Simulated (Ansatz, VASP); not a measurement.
Ge5P: VASP beside Ansatz

INCAR

```
  PREC = Accurate
  ENCUT = 600
  EDIFF = 1E-7
  ISMEAR = 0
  SIGMA = 0.1
  LREAL = F
  LASPH = T
  NELM = 60
  ALGO = Normal
  ISIF = 3
  LWAVE = F
  LCHARG = F
  GGA = PE
  IBRION = 2
  NSW = 90
  EDIFFG = -0.04
```

File KPOINTS:

```
regular mesh
0
Gamma
  4 4 4
```

File POSCAR:

```
Ge5P
1.0
    0.0000000000      4.0232365700      4.0232365700
    4.0232365700      0.0000000000      4.0232365700
    4.0232365700      4.0232365700      0.0000000000
Ge P
5 1
Direct
    0.8468805200      0.8468805200      0.8468805200
    0.8468805200      0.8468805200      0.4593584300
    0.8468805200      0.4593584300      0.8468805200
    0.4593584300      0.8468805200      0.8468805200
    0.5000000000      0.5000000000      0.5000000000
    0.0000000000      0.0000000000      0.0000000000
```

Input for Ansatz:

```yaml
crystal:
  lattice:
    - [0.0, 4.02323657, 4.02323657]
    - [4.02323657, 0.0, 4.02323657]
    - [4.02323657, 4.02323657, 0.0]
  atoms:
    - { symbol: Ge, position: [0.84688052, 0.84688052, 0.84688052] }
    - { symbol: Ge, position: [0.84688052, 0.84688052, 0.45935843] }
    - { symbol: Ge, position: [0.84688052, 0.45935843, 0.84688052] }
    - { symbol: Ge, position: [0.45935843, 0.84688052, 0.84688052] }
    - { symbol: Ge, position: [0.5, 0.5, 0.5] }
    - { symbol: P, position: [0.0, 0.0, 0.0] }
basis:
  ecutwfc: 420
kpoints:
  mp_grid: { grid: [4, 4, 4] }
hamiltonian:
  xc: pbe
scf:
  occupations: { method: gaussian, width: 0.1 }
  lower_state_search: "off"
output:
  forces: true
  stress: true
  eigenvalues: true
relax:
  adjacent_minimum: "off"
  f_tol: 0.04
  max_steps: 70
  cell: { stress_tol: 0.4 }
```

Alike in both runs: task relaxation of cell and atoms; functional PBE; k mesh 4 × 4 × 4; occupations gaussian, width 0.1 eV; no spin polarisation.

```csv
,VASP,Ansatz
version,VASP 6.6.1,Ansatz 0.2.0
potentials or method,"VASP PAW PBE potentials, release 64 (Ge_d, P), cutoff 600 eV","scalar-relativistic, plane waves, PAW"
valence electrons in the cell,75,75
```

Ansatz gave:

| Property | Result |
| --- | --- |
| gap on the k mesh at the Fermi level, each at its own relaxed structure (eV) | none |
| relaxed volume (Å³/atom) | 31.25 |
| relaxed cell length with the largest relative difference (Å) | 6.425 |

Task: Estimate VASP's values.

Result: gap on the k mesh at the Fermi level, each at its own relaxed structure (eV): none; relaxed volume (Å³/atom): 31.20; relaxed cell length with the largest relative difference (Å): 6.421.

A gap of «none» marks a metal or a gap that the smearing closes.

Noted on VASP's run: the volume moved by over 15 % at a fixed basis, so the end points are rough.
